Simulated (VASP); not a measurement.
A run of VASP 6.6.1:

The input INCAR:

```
PREC     = Accurate       # precision mode
ENCUT    = 520            # plane-wave cutoff, eV
EDIFF    = 1E-7           # SCF threshold, eV
ISMEAR   = -1             # smearing method
SIGMA    = 0.05           # smearing width, eV
LREAL    = F              # projectors in reciprocal space
LASPH    = T              # aspherical terms in the spheres
NELM     = 80             # most SCF steps
ALGO     = Normal         # electronic algorithm
ISIF     = 2              # what is computed and relaxed
LWAVE    = F              # write WAVECAR
LCHARG   = F              # write CHGCAR
GGA      = PE             # functional
NBANDS   = 64             # bands
```

KPOINTS

```
regular mesh
0
Gamma
  5 5 5
```

Contents of POSCAR:

```
SnO2
1.0
    5.1752560000      0.0000000000      0.0000000000
    0.0000000000      5.1752560000      0.0000000000
    0.0000000000      0.0000000000      5.1752560000
Sn O
4 8
Direct
   -0.0002600000     -0.0066000000      0.0100690000
    0.5006860000      0.0019810000      0.5000510000
    0.5068450000      0.5058860000     -0.0006910000
    0.0056560000      0.4991480000      0.5005650000
    0.6677820000      0.8351760000      0.1646510000
    0.8321060000      0.1498430000      0.6622460000
    0.1613020000      0.6585120000      0.8470840000
    0.3402420000      0.3410640000      0.3305890000
    0.6624910000      0.6605020000      0.6558430000
    0.8428570000      0.3444600000      0.1637270000
    0.1491550000      0.8316600000      0.3410630000
    0.3365950000      0.1666960000      0.8356560000
```

Potentials or basis: VASP PAW PBE potentials, release 64 (Sn_d, O).

Run with:

```sh
$ cat potpaw_PBE.64/Sn_d/POTCAR potpaw_PBE.64/O/POTCAR > POTCAR
$ mpirun -np 1 vasp_std > vasp.out
```

Hardware: 1 thread of Intel(R) Xeon(R) Platinum 8259CL CPU @ 2.50GHz (Skylake/Cascade Lake) (shared host).

Task: Estimate the wall time of this run.

Result: Wall time 8.5 min on 1 thread of Intel(R) Xeon(R) Platinum 8259CL CPU @ 2.50GHz (Skylake/Cascade Lake) (shared host), peak memory 0.5 GiB. Counts: scf iterations 16, k points 63.
